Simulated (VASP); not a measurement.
Crystal: Te2Mo.

```
CELL_PARAMETERS angstrom
3.54213 0.00000 0.00000
-1.77107 3.06758 0.00000
0.00000 0.00000 14.17628
ATOMIC_POSITIONS crystal
Te 0.33333 0.66667 0.12340
Te 0.66667 0.33333 0.62342
Te 0.66667 0.33333 0.87660
Te 0.33333 0.66667 0.37658
Mo 0.33333 0.66667 0.75001
Mo 0.66667 0.33333 0.24999
```

Base run:

```yaml
Program: VASP 6.6.1
Functional: r2SCAN
Potentials_or_basis: VASP PAW PBE potentials, release 64 (Te, Mo_sv)
Cutoff: 520 eV
k_mesh: 12 × 12 × 2
Occupations: gaussian, width 0.01 eV
Spin: no spin polarisation
```

Its results: band gap on the k mesh 0.93 eV (least direct gap 1.09 eV); pressure 1.3 GPa; largest force 0.008 eV/Å.

Q: The run is repeated on the same cell with these changes: functional from r2SCAN to PBE; occupations from gaussian, width 0.01 eV to fermi-dirac, width 0.02 eV. What comes out?

A: Band gap on the k mesh 0.82 eV (least direct gap 1.00 eV); pressure 1.9 GPa; largest force 0.213 eV/Å.

Caveats: spin-orbit coupling is left out, which moves the levels of the heavy elements; the PAW data sets were made with another functional, which shifts forces and pressure a little (at least some runs).

A k mesh can miss the band edges.
